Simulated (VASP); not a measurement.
# CuO (Cc) in VASP: a series of runs

CuO is run at these levels: PBE; tasks: single point.

All numbers are computed with VASP 6.6.1; they aren't measurements. Logs are shortened: lines on timing, memory, paths and dates and some standing lists are left out, and cuts for length are marked.

## 1. The cell of the first run

It takes space group Cc (No. 9, monoclinic). The conventional cell has a = 4.658 Å, b = 3.404 Å, c = 5.098 Å, α = 90.00°, β = 99.65°, γ = 90.00°. Within 2.5 Å of Cu (site symmetry 1) lie 4 O at 1.89 to 2.01 Å. Within 2.5 Å of O (site symmetry 1) lie 4 Cu at 1.89 to 2.01 Å.

## 2. Single point, PBE

The input, INCAR:

```
SYSTEM = CuO
ALGO = Normal ; EDIFF = 1E-7
ENCUT = 520 ; GGA = PE
ISIF = 2 ; ISMEAR = -1
LASPH = .TRUE. ; LCHARG = .FALSE.
LREAL = .FALSE. ; LWAVE = .FALSE.
NBANDS = 25 ; NELM = 60
PREC = Accurate ; SIGMA = 0.05
```

The input, KPOINTS:

```
k-points
0
G
  10 10 5
  0 0 0
```

The input, POSCAR:

```
CuO
1.0
    2.3289136198     -1.7019003246      0.0000000000
    2.3289136198      1.7019003246      0.0000000000
   -0.8547786486      0.0000000000      5.0254794206
Cu O
2 2
Direct
    0.4968000000      0.0032000000      0.5000000000
    0.0032000000      0.4968000000      0.0000000000
    0.4056000000      0.5714000000      0.7537000000
    0.5714000000      0.4056000000      0.2537000000
```

Potentials or basis: VASP PAW PBE potentials, release 64 (Cu, O).

Command:

```bash
$ cat potpaw_PBE.64/Cu/POTCAR potpaw_PBE.64/O/POTCAR > POTCAR
$ mpirun -np 1 vasp_std > vasp.out
```

OUTCAR:

```text
SYSTEM = CuO
   EDIFF = 1E-7
   ENCUT = 520
   GGA = PE
   ISIF = 2
   ISMEAR = -1
   LASPH = .TRUE.
   LREAL = .FALSE.
   NELM = 60
   PREC = Accurate

 ion  position               nearest neighbor table
   1  0.497  0.003  0.500-   4 1.89   3 1.92   4 1.96   3 2.01
   2  0.003  0.497  0.000-   3 1.89   4 1.92   3 1.96   4 2.01
   3  0.406  0.571  0.754-   2 1.89   1 1.92   2 1.96   1 2.01
   4  0.571  0.406  0.254-   1 1.89   2 1.92   1 1.96   2 2.01

  LATTYP: Found a base centered monoclinic cell.
 ALAT       =     4.6578272396
 B/A-ratio  =     0.7307700510
 C/A-ratio  =     1.0944277398
 COS(beta)  =    -0.1676807457

  Lattice vectors:

 A1 = (   2.3289136198,  -1.7019003246,   0.0000000000)
 A2 = (   2.3289136198,   1.7019003246,   0.0000000000)
 A3 = (  -0.8547786486,   0.0000000000,   5.0254794206)

Analysis of symmetry for initial positions (statically):
=====================================================================
 Subroutine PRICEL returns:
 Original cell was already a primitive cell.

 Routine SETGRP: Setting up the symmetry group for a
 base centered monoclinic supercell.

 Subroutine GETGRP returns: Found  2 space group operations
 (whereof  1 operations were pure point group operations)
 out of a pool of  4 trial point group operations.

The static configuration has the point symmetry C_1 .
 The point group associated with its full space group is C_1h.

Analysis of symmetry for dynamics (positions and initial velocities):
=====================================================================
 Subroutine PRICEL returns:
 Original cell was already a primitive cell.

 Routine SETGRP: Setting up the symmetry group for a
 base centered monoclinic supercell.

 Subroutine GETGRP returns: Found  2 space group operations
 (whereof  1 operations were pure point group operations)
 out of a pool of  4 trial point group operations.

The dynamic configuration has the point symmetry C_1 .
 The point group associated with its full space group is C_1h.

 Subroutine INISYM returns: Found  2 space group operations
 (whereof  1 operations are pure point group operations),
 and found     1 'primitive' translations

----------------------------------------------------------------------------------------

                                     Primitive cell

  volume of cell :      39.8378

  direct lattice vectors                    reciprocal lattice vectors
[... 91 lines left out ...]
   EDIFF  = 0.1E-06   stopping-criterion for ELM
   LREAL  =      F    real-space projection
   EDIFFG = 0.1E-05   stopping-criterion for IOM
   NSW    =      0    number of steps for IOM
   IBRION =     -1    ionic relax: 0-MD 1-quasi-New 2-CG
   NFREE  =      0    steps in history (QN), initial steepest desc. (CG)
   ISIF   =      2    stress and relaxation
   ISYM   =      2    0-nonsym 1-usesym 2-fastsym
   POTIM  = 0.5000    time-step for ionic-motion
   TEBEG  =    0.0;   TEEND  =   0.0 temperature during run
   PSTRESS=    0.0 pullay stress
   NELECT =      34.0000    total number of electrons
   NUPDOWN=      -1.0000    fix difference up-down
   EMIN   =  10.00;   EMAX   =-10.00  energy-range for DOS
   EFERMI =   0.00;   METHOD = LEGACY
   ISMEAR =    -1;   SIGMA  =   0.05  broadening in eV -4-tet -1-fermi 0-gaus
   EFERMI_NEDOS =   21; number of points for ismear=-14 and -15
   IALGO  =     38    algorithm
   IMIX   =      4    mixing-type and parameters
     AMIX     =   0.40;   BMIX     =  1.00
     AMIX_MAG =   1.60;   BMIX_MAG =  1.00
  volume/ion in A,a.u.               =       9.96        67.21
  Fermi-wavevector in a.u.,A,eV,Ry     =   1.552874  2.934506 32.809317  2.411417
  Thomas-Fermi vector in A             =   2.657186
   LORBIT       =      0    0 simple, 1 ext, 2 COOP (PROOUT), +10 PAW based schemes
   GGA     = PE    functional components
   LHFCALC =     F    Hartree Fock is set to
   AEXX    =    0.0000 exact exchange contribution
   IVDW    =     0    specifies the selected vdW correction
   LEPSILON=     F    determine dielectric tensor
   LRPA    =     F    only Hartree local field effects (RPA)
 non-spin polarized calculation
  energy-cutoff  :      520.00
  volume of cell :       39.84
 maximum number of plane-waves:      1101
 NGX is ok and might be reduce to    24
   NGX = 11   NGY = 11   NGZ = 19

 number of electron      34.0000002 magnetization

 Free energy of the ion-electron system (eV)
  ---------------------------------------------------
  ext. energy  EPLUGINS =         0.00000000
  ---------------------------------------------------
  free energy    TOTEN  =       -19.44510486 eV

  energy without entropy =      -19.42622215  energy(sigma->0) =      -19.43566351

 E-fermi :   5.9567     XC(G=0): -12.0147

 val. band max:        5.9391192520   @ k =   0.5000   0.1000   0.2000
 cond. band min:       5.9643271672   @ k =   0.4000   0.2000   0.4000
 fundamental gap:      0.0252079151
 Fermi energy:         5.9567029359

 k-point     1 :       0.0000    0.0000    0.0000
  band No.  band energies     occupation
      1     -14.1416      2.00000
      2     -12.7714      2.00000
      3      -2.3642      2.00000
      4       0.2748      2.00000
      5       0.6392      2.00000
      6       2.4744      2.00000
[... 661 lines left out ...]
     24      19.4582      0.00000
     25      20.5124      0.00000

 [... further k-points ...]

------------------------ aborting loop because EDIFF is reached ----------------------------------------

  FORCE on cell =-STRESS in cart. coord.  units (eV):
  Direction    XX          YY          ZZ          XY          YZ          ZX
  --------------------------------------------------------------------------------------
  -------------------------------------------------------------------------------------
  Total        2.6083665      2.5042337      2.6247539      0.0000000      0.0000000     -0.5989081
  in kB      104.9021042    100.7141399    105.5611635      0.0000000      0.0000000    -24.0866145
  external PRESSURE =     103.7258025 kB  Pullay stress =       0.0000000 kB

 VOLUME and BASIS-vectors are now :
 -----------------------------------------------------------------------------
  energy-cutoff  :      520.00
  volume of cell :       39.84
      direct lattice vectors                 reciprocal lattice vectors
     2.328913620 -1.701900325  0.000000000     0.214692377 -0.293789238  0.036516806
     2.328913620  1.701900325  0.000000000     0.214692377  0.293789238  0.036516806
    -0.854778649  0.000000000  5.025479421     0.000000000  0.000000000  0.198985990

 POSITION                                       TOTAL-FORCE (eV/Angst)
 -----------------------------------------------------------------------------------
      0.73707     -0.84006      2.51274        -0.701311     -0.399007      0.276665
      1.16446      0.84006      0.00000        -0.701311      0.399007      0.276665
      1.63110      0.28218      3.78770         0.701311     -0.200836     -0.276665
      2.05849     -0.28218      1.27496         0.701311      0.200836     -0.276665
 -----------------------------------------------------------------------------------
    total drift:                                0.000126      0.000000     -0.000197

  FREE ENERGIE OF THE ION-ELECTRON SYSTEM (eV)
  ---------------------------------------------------
  free  energy   TOTEN  =       -19.4451048564 eV

  energy  without entropy=      -19.4262221549  energy(sigma->0) =      -19.43566351
```

stdout:

```text
POSCAR found type information on POSCAR CuO
 POSCAR found :  2 types and       4 ions
 scaLAPACK will be used
 LDA part: xc-table for (Slater+PW92), standard interpolation
 POSCAR, INCAR and KPOINTS ok, starting setup
 FFT: planning ... GRIDC
 FFT: planning ... GRID_SOFT
 FFT: planning ... GRID
 WAVECAR not read
 entering main loop
```

Run time: 2 min. Hardware: 1 thread of Intel Xeon Platinum 8259CL at 2.50GHz (Skylake/Cascade Lake), shared host; peak memory 0.24 GiB.

Results:

```yaml
Free_energy: -19.4451 eV
Pressure: 10.4 GPa
Largest_force: 0.853 eV/Å
Band_gap_on_the_k_mesh: zero (bands 17 and 18 overlap by 0.60 eV)
```

Forces in eV/Å, atoms in the order of the input:
```
Cu  -0.701 -0.399  0.277
Cu  -0.701  0.399  0.277
O    0.701 -0.201 -0.277
O    0.701  0.201 -0.277
```

Stress tensor (GPa, compression positive):
```
10.49  0.00 -2.41
 0.00 10.07  0.00
-2.41  0.00 10.56
```

Caveat: the cell stands under pressure; semilocal functionals often make such compounds metallic where correlation or magnetic order opens a gap, which also shifts bond lengths. With open d or f shells a metallic result of PBE can be an artefact of self-interaction; +U or a hybrid may open a gap.

## 3. Single point, PBE

This run uses another cell than the first one, of 10.37 Å³/atom.

The input, INCAR:

```
SYSTEM = CuO
ALGO     = Normal         ! electronic algorithm
EDIFF    = 1E-6           ! SCF threshold, eV
ENCUT    = 520            ! plane-wave cutoff, eV
GGA      = PE             ! functional
ISIF     = 2              ! what is computed and relaxed
ISMEAR   = -1             ! smearing method
LASPH    = .TRUE.         ! aspherical terms in the spheres
LCHARG   = .FALSE.        ! write CHGCAR
LREAL    = .FALSE.        ! projectors in reciprocal space
LWAVE    = .FALSE.        ! write WAVECAR
NBANDS   = 25             ! bands
NELM     = 80             ! most SCF steps
PREC     = Accurate       ! precision mode
SIGMA    = 0.05           ! smearing width, eV
```

KPOINTS is that of step 2.

The input, POSCAR:

```
CuO
1.0
    2.3601779360     -1.7247473506      0.0000000000
    2.3601779360      1.7247473506      0.0000000000
   -0.8662535568      0.0000000000      5.0929435705
Cu O
2 2
Direct
    0.4968000000      0.0032000000      0.5000000000
    0.0032000000      0.4968000000      0.0000000000
    0.4056000000      0.5714000000      0.7537000000
    0.5714000000      0.4056000000      0.2537000000
```

Potentials or basis: VASP PAW PBE potentials, release 64 (Cu, O).

Command:

```bash
$ cat potpaw_PBE.64/Cu/POTCAR potpaw_PBE.64/O/POTCAR > POTCAR
$ mpirun -np 1 vasp_std > vasp.out
```

It took 1.9 min on 1 thread of Intel Xeon Platinum 8259CL at 2.50GHz (Skylake/Cascade Lake), shared host; peak memory 0.25 GiB.

The run converged. Its results:

| Item | Value |
| --- | --- |
| Free energy | -19.5128 eV |
| Pressure | 2.8 GPa |
| Largest force | 0.729 eV/Å |
| Band gap on the k mesh | zero (bands 17 and 18 overlap by 0.60 eV) |

Forces in eV/Å, atoms in the order of the input:
```
Cu  -0.607 -0.330  0.234
Cu  -0.607  0.330  0.234
O    0.607 -0.324 -0.234
O    0.607  0.324 -0.234
```

Stress tensor (GPa, compression positive):
```
 2.61  0.00 -1.30
 0.00  4.21  0.00
-1.30  0.00  1.70
```

Levels at points of the mesh, in eV from the Fermi level:
| k point | band 13 | band 14 | band 15 | band 16 | band 17 | band 18 | band 19 | band 20 | band 21 | band 22 |
| --- | --- | --- | --- | --- | --- | --- | --- | --- | --- | --- |
| (0.00, 0.00, 0.00) | -2.25 | -2.16 | -2.08 | -1.61 | 0.22 | 0.90 | 1.65 | 6.04 | 8.04 | 13.28 |
| (0.50, 0.00, 0.00) | -2.00 | -1.55 | -1.44 | -1.36 | -0.03 | 0.29 | 4.92 | 6.24 | 6.86 | 11.00 |
| (0.50, 0.50, 0.00) | -2.08 | -2.06 | -1.66 | -1.19 | -0.63 | 1.04 | 3.45 | 6.99 | 8.54 | 9.84 |

Caveat: semilocal functionals often make such compounds metallic where correlation or magnetic order opens a gap, which also shifts bond lengths.

## 4. Single point, PBE

This run uses another cell than the first one, of 10.57 Å³/atom.

The input, INCAR:

```
SYSTEM = CuO
ALGO = Normal
EDIFF = 1E-6
ENCUT = 520
GGA = PE
ISIF = 2
ISMEAR = -1
LASPH = .TRUE.
LCHARG = .FALSE.
LREAL = .FALSE.
LWAVE = .FALSE.
NBANDS = 25
NELM = 80
PREC = Accurate
SIGMA = 0.05
```

KPOINTS is that of step 3.

The input, POSCAR:

```
CuO
1.0
    2.3755041962     -1.7359473225      0.0000000000
    2.3755041962      1.7359473225      0.0000000000
   -0.8718787375      0.0000000000      5.1260155593
Cu O
2 2
Direct
    0.4968000000      0.0032000000      0.5000000000
    0.0032000000      0.4968000000      0.0000000000
    0.4056000000      0.5714000000      0.7537000000
    0.5714000000      0.4056000000      0.2537000000
```

Command:

```bash
$ cat potpaw_PBE.64/Cu/POTCAR potpaw_PBE.64/O/POTCAR > POTCAR
$ mpirun -np 1 vasp_std > vasp.out
```

Wall time 2 min (1 thread of Intel Xeon Platinum 8259CL at 2.50GHz (Skylake/Cascade Lake), shared host); peak memory 0.25 GiB.

Results (log left out):

```yaml
Free_energy: -19.5197 eV
Pressure: -0.4 GPa
Largest_force: 0.712 eV/Å
Band_gap_on_the_k_mesh: zero (bands 17 and 18 overlap by 0.60 eV)
```

Forces on the atoms (eV/Å):
```
Cu  -0.564 -0.298  0.215
Cu  -0.564  0.298  0.215
O    0.564 -0.378 -0.215
O    0.564  0.378 -0.215
```

Stress tensor (GPa, compression positive):
```
-0.77  0.00 -0.83
 0.00  1.69  0.00
-0.83  0.00 -2.08
```

Levels at points of the mesh, in eV from the Fermi level:
| k point | band 15 | band 16 | band 17 | band 18 | band 19 | band 20 |
| --- | --- | --- | --- | --- | --- | --- |
| (0.00, 0.00, 0.00) | -2.02 | -1.57 | 0.22 | 0.88 | 1.58 | 6.02 |
| (0.50, 0.00, 0.00) | -1.40 | -1.32 | -0.03 | 0.29 | 4.93 | 6.16 |
| (0.50, 0.50, 0.00) | -1.64 | -1.16 | -0.62 | 1.02 | 3.50 | 6.91 |

Caveat: semilocal functionals often make such compounds metallic where correlation or magnetic order opens a gap, which also shifts bond lengths.

## 5. Summary

| cell | gap on the mesh (eV) | pressure (GPa) | largest force (eV/Å) |
| --- | --- | --- | --- |
| a = 2.884, b = 2.884, c = 5.098 Å, angles 97.8, 97.8, 72.3°, 4 atoms | none | 10.4 | 0.85 |
| a = 2.923, b = 2.923, c = 5.166 Å, angles 97.8, 97.8, 72.3°, 4 atoms | none | 2.8 | 0.73 |
| a = 2.942, b = 2.942, c = 5.200 Å, angles 97.8, 97.8, 72.3°, 4 atoms | none | -0.4 | 0.71 |

Alike in all rows: task single point; level PBE; potentials or basis VASP PAW PBE potentials, release 64 (Cu, O); no spin polarisation; k mesh 10 × 10 × 5; cutoff (eV) 520; smearing fermi-dirac 0.05 eV.

Caveats: semilocal functionals often make such compounds metallic where correlation or magnetic order opens a gap, which also shifts bond lengths; the cell stands under pressure (at least some runs).

Absolute energies hang on the potentials; compare differences alone.

The gap in the log of VASP goes by the Fermi energy; the results here count the filled bands.